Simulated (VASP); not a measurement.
A run of VASP 6.6.1:

The input INCAR:

```
SYSTEM = Y
PREC = Accurate ; ENCUT = 500
EDIFF = 1E-6 ; ISMEAR = -1
SIGMA = 0.15 ; LREAL = .False.
LASPH = .True. ; NELM = 120
ALGO = Normal ; ISIF = 2
LWAVE = .False. ; LCHARG = .False.
GGA = PE ; NBANDS = 18
GGA_COMPAT = .False.
```

Contents of KPOINTS:

```
Automatic mesh
0
Gamma
  15 15 8
  0 0 0
```

File POSCAR:

```
Y
1.0
    3.6504399440      0.0000000000      0.0000000000
   -1.8252199720      3.1613737265      0.0000000000
    0.0000000000      0.0000000000      5.7262537134
Y
2
Direct
    0.3333333333      0.6666666667      0.2500000000
    0.6666666667      0.3333333333      0.7500000000
```

Potentials or basis: VASP PAW PBE potentials, release 64 (Y_sv).

Run with:

```sh
$ cat potpaw_PBE.64/Y_sv/POTCAR > POTCAR
$ mpirun -np 1 vasp_std > vasp.out
```

Hardware: 1 thread of Intel Xeon 8259CL, with other jobs on the host.

Problem. Estimate the wall time of this run.

Solution. Wall time 2.6 min on 1 thread of Intel Xeon 8259CL, on a shared host, peak memory 0.29 GiB. Counts: scf iterations 14, k points 135.
